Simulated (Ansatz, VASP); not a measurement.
Given: the input of a run of Ansatz 0.2.0 on Sb.

The input input.yaml:

```yaml
crystal:
  lattice:
    - [3.3767485125, 0.0, 0.0]
    - [-1.6883742563, 2.924349994, 0.0]
    - [0.0, 0.0, 5.5063879352]
  atoms:
    - { symbol: Sb, position: [0.6666666667, 0.3333333333, 0.75] }
    - { symbol: Sb, position: [0.3333333333, 0.6666666667, 0.25] }
kpoints:
  mp_grid: { grid: [9, 9, 5] }
scf:
  occupations: { method: fermi_dirac, width: 0.05 }
hamiltonian:
  xc: pbesol
  pseudopotentials: { kind: all_electron, lapw: { basis_error: 0.001 } }
output:
  forces: true
  stress: true
  eigenvalues: true
```

Potentials or basis: all-electron LAPW, scalar-relativistic.

Launch:

```sh
$ ansatz run input.yaml --threads 1 --pin off --max-ram 3072MiB --backend cpu --events-out ev --progress --plain --runs-dir out
```

Translate it to VASP 6.6.1. Potentials there: VASP PAW PBE potentials, release 64 (Sb).

As run (the cutoff follows the program's own potentials):

Contents of INCAR:

```
SYSTEM = Sb
PREC = Accurate
ENCUT = 520
EDIFF = 1E-6
ISMEAR = -1
SIGMA = 0.05
LREAL = .FALSE.
LASPH = .TRUE.
NELM = 60
ALGO = Normal
ISIF = 2
LWAVE = .FALSE.
LCHARG = .TRUE.
GGA = PS
LELF = .TRUE.
LVHAR = .TRUE.
NBANDS = 12
```

File KPOINTS:

```
Automatic mesh
0
G
  9 9 5
  0 0 0
```

File POSCAR:

```
Sb
1.0
    3.3767485125      0.0000000000      0.0000000000
   -1.6883742563      2.9243499940      0.0000000000
    0.0000000000      0.0000000000      5.5063879352
Sb
2
Direct
    0.6666666667      0.3333333333      0.7500000000
    0.3333333333      0.6666666667      0.2500000000
```

Potentials or basis: VASP PAW PBE potentials, release 64 (Sb).

Command:

```sh
$ cat potpaw_PBE.64/Sb/POTCAR > POTCAR
$ mpirun -np 1 vasp_std > vasp.out
```

Both were run:

|  | VASP | Ansatz | Ansatz less VASP |
| --- | --- | --- | --- |
| gap on the k mesh at the Fermi level (eV) | none | none | - |
| pressure (GPa) | -2.8 | -2.7 | +0.05 |
| traceless stress, the component that is largest in VASP (GPa) | -0.25 | -0.26 | -0.006 |

VASP's potentials were made for PBE, not for PBEsol. A gap of «none» marks a metal or a gap that the smearing closes. Ansatz ran all-electron here, and VASP with PAW potentials.

Spin-orbit coupling is off throughout.
